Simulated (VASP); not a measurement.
# Mg4Au: relaxation of cell and atoms with PBE

The system is Mg4Au.

```xyz
5
Lattice="2.2782 -5.4067 0.0000 2.2782 5.4067 0.0000 0.0000 0.0000 4.5984" Properties=species:S:1:pos:R:3 pbc="T T T"
Mg    2.2782   -3.8589    2.2992
Mg    2.2782    1.5715    0.0000
Mg    2.2782   -1.5715    0.0000
Mg    2.2782    3.8589    2.2992
Au    0.0000    0.0000    0.0000
```

The cell was built from a structure type or drawn by symmetry, and may not be a known phase.

```
Program                : VASP 6.6.1
Task                   : relaxation of cell and atoms
Functional             : PBE
Potentials or basis    : VASP PAW PBE potentials, release 64 (Mg, Au)
Cutoff                 : 600 eV
k mesh                 : 10 × 10 × 8
Occupations            : gaussian, width 0.1 eV
Spin                   : no spin polarisation
Dipole correction      : no
Further INCAR settings : ALGO = Fast; EDIFF = 1e-06; IBRION = 2; EDIFFG = -0.01; NSW = 100; ISIF = 3
```

- Relaxed volume: 22.58 Å³/atom
- Relaxed cell: a = 5.847 Å, b = 5.847 Å, c = 4.593 Å, α = 90.00°, β = 90.00°, γ = 134.04°
- Space group after relaxing (to 0.1 Å): Cmmm (No. 65)
- Energy gained by relaxing: 0.1 meV/atom
- Ionic steps: 5
- Pressure after relaxing: 0.0 GPa
- Largest force after relaxing: 0.007 eV/Å
- Band gap on the k mesh: zero (an odd number of electrons rules out a gap without spin polarisation)

Forces in eV/Å, atoms in the order of the input:
```
Mg   0.000  0.007  0.000
Mg   0.000  0.000  0.000
Mg   0.000  0.000  0.000
Mg   0.000 -0.007  0.000
Au   0.000  0.000  0.000
```

Step by step:
| step | energy change (eV) | largest force (eV/Å) | pressure (GPa) | volume (Å³) |
| --- | --- | --- | --- | --- |
| 1 | 0.0000 | 0.0040 | -0.17 | 113.28 |
| 2 | -0.0003 | 0.0097 | 0.01 | 112.89 |
| 3 | -0.0003 | 0.0100 | 0.03 | 112.86 |
| 4 | -0.0003 | 0.0096 | 0.02 | 112.86 |
| 5 | -0.0005 | 0.0071 | 0.00 | 112.88 |

Final structure:
```cif
data_structure
_symmetry_space_group_name_H-M 'P 1'
_symmetry_Int_Tables_number 1
_cell_length_a 5.8469
_cell_length_b 5.8469
_cell_length_c 4.5929
_cell_angle_alpha 90.000
_cell_angle_beta 90.000
_cell_angle_gamma 134.037
_cell_volume 112.88
loop_
_atom_site_label
_atom_site_type_symbol
_atom_site_fract_x
_atom_site_fract_y
_atom_site_fract_z
_atom_site_occupancy
Mg1 Mg 0.85666 0.14334 0.50000 1
Mg2 Mg 0.35463 0.64537 0.00000 1
Mg3 Mg 0.64537 0.35463 0.00000 1
Mg4 Mg 0.14334 0.85666 0.50000 1
Au1 Au 0.00000 0.00000 0.00000 1
```

Levels at points of the mesh, in eV from the Fermi level:
| k point | band 7 | band 8 | band 9 | band 10 | band 11 | band 12 |
| --- | --- | --- | --- | --- | --- | --- |
| (0.00, 0.00, 0.00) | -1.97 | -1.59 | -0.25 | 1.11 | 1.57 | 1.66 |
| (0.50, 0.00, 0.00) | -4.40 | -2.08 | -1.80 | 1.35 | 2.04 | 2.74 |
| (0.50, 0.50, 0.00) | -4.62 | -0.18 | 1.04 | 1.32 | 1.50 | 1.81 |
| (0.00, 0.00, 0.50) | -4.61 | -0.34 | -0.29 | -0.03 | 1.63 | 2.17 |
| (0.50, 0.00, 0.50) | -3.05 | -2.90 | -1.61 | -1.01 | -0.44 | -0.03 |
| (0.50, 0.50, 0.50) | -3.99 | -3.13 | -2.81 | 1.05 | 2.50 | 2.76 |

Wall time 23 min on 1 thread of Oxide Virtual Turin-like Processor (shared host), peak memory 0.52 GiB.

Caveat: spin-orbit coupling is left out, which moves the levels of the heavy elements.
